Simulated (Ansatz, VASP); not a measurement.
One calculation of Cd7S, two programs

```
CELL_PARAMETERS angstrom
0.00000 4.45474 4.45474
4.45474 0.00000 4.45474
4.45474 4.45474 0.00000
ATOMIC_POSITIONS crystal
Cd 0.00000 0.50000 0.50000
Cd 0.50000 0.50000 0.00000
Cd 0.50000 0.00000 0.50000
Cd 0.50000 0.00000 0.00000
Cd 0.00000 0.50000 0.00000
Cd 0.50000 0.50000 0.50000
Cd 0.00000 0.00000 0.50000
S 0.00000 0.00000 0.00000
```

Alike in both runs: functional PBE; k mesh 6 × 6 × 6; occupations gaussian, width 0.1 eV; no spin polarisation.

Ansatz relaxed the structure, and its values are those at the end. VASP's run is a single point on that final structure, the one shown.

|  | VASP | Ansatz |
| --- | --- | --- |
| version | VASP 6.6.1 | Ansatz 0.2.0 |
| potentials or method | VASP PAW PBE potentials, release 64 (Cd, S), cutoff 520 eV | scalar-relativistic, plane waves, PAW |
| valence electrons in the cell | 90 | 146 |

Ansatz gave:

- gap on the k mesh at the Fermi level (eV): none
- pressure (GPa): 0.0

Estimate VASP's values.

gap on the k mesh at the Fermi level (eV): none; pressure (GPa): 0.3.

A gap of «none» marks a metal or a gap that the smearing closes. VASP's potentials hold 90 valence electrons a cell and Ansatz's 146, so a difference there can come from the potentials and not from the codes.
